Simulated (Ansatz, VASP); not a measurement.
## TaN in VASP and in Ansatz

INCAR

```
SYSTEM = TaN
PREC = Accurate ; ENCUT = 520
EDIFF = 1E-8 ; ISMEAR = -1
SIGMA = 0.03 ; LREAL = .FALSE.
LASPH = .TRUE. ; NELM = 120
ALGO = Normal ; ISIF = 2
LWAVE = .FALSE. ; LCHARG = .FALSE.
GGA = PE ; LEFG = .TRUE.
NBANDS = 36 ; GGA_COMPAT = .FALSE.
```

KPOINTS

```
regular mesh
0
G
  5 5 8
  0 0 0
```

File POSCAR:

```
TaN
1.0
    5.2532307548      0.0000000000      0.0000000000
   -2.6266153774      4.5494312856      0.0000000000
    0.0000000000      0.0000000000      2.9462675463
Ta N
3 3
Direct
    0.0000000000      0.0000000000      0.0000000000
    0.3333333333      0.6666666667      0.5000000000
    0.6666666667      0.3333333333      0.5000000000
    0.5000000000      0.0000000000      0.0000000000
    0.5000000000      0.5000000000      0.0000000000
    0.0000000000      0.5000000000      0.0000000000
```

Input for Ansatz:

```yaml
crystal:
  lattice:
    - [5.2532307548, 0.0, 0.0]
    - [-2.6266153774, 4.5494312856, 0.0]
    - [0.0, 0.0, 2.9462675463]
  atoms:
    - { symbol: Ta, position: [0.0, 0.0, 0.0] }
    - { symbol: Ta, position: [0.3333333333, 0.6666666667, 0.5] }
    - { symbol: Ta, position: [0.6666666667, 0.3333333333, 0.5] }
    - { symbol: "N", position: [0.5, 0.0, 0.0] }
    - { symbol: "N", position: [0.5, 0.5, 0.0] }
    - { symbol: "N", position: [0.0, 0.5, 0.0] }
kpoints:
  mp_grid: { grid: [5, 5, 8] }
scf:
  occupations: { method: fermi_dirac, width: 0.03 }
hamiltonian:
  xc: pbe
  pseudopotentials: { kind: paw }
output:
  forces: true
  stress: true
  eigenvalues: true
  efg: { contact_densities: true }
```

Change from the starting cell: volume scaled by 1.04, PAW files.

Alike in both runs: task electric field gradients; functional PBE; k mesh 5 × 5 × 8; occupations fermi-dirac, width 0.03 eV; no spin polarisation.

|  | VASP | Ansatz |
| --- | --- | --- |
| version | VASP 6.6.1 | Ansatz 0.2.0 |
| potentials or method | VASP PAW PBE potentials, release 64 (Ta_sv_GW, N) | PAW with Ansatz's default frozen-core files, scalar-relativistic |
| plane-wave cutoff (eV) | 520 | 420 |
| valence electrons in the cell | 54 | 54 |

```tsv
	VASP	Ansatz	Ansatz less VASP
size of Vzz on the site where it differs most (V/Å²)	409.8	460.9	+51.06
```

Spin-orbit coupling is off throughout.
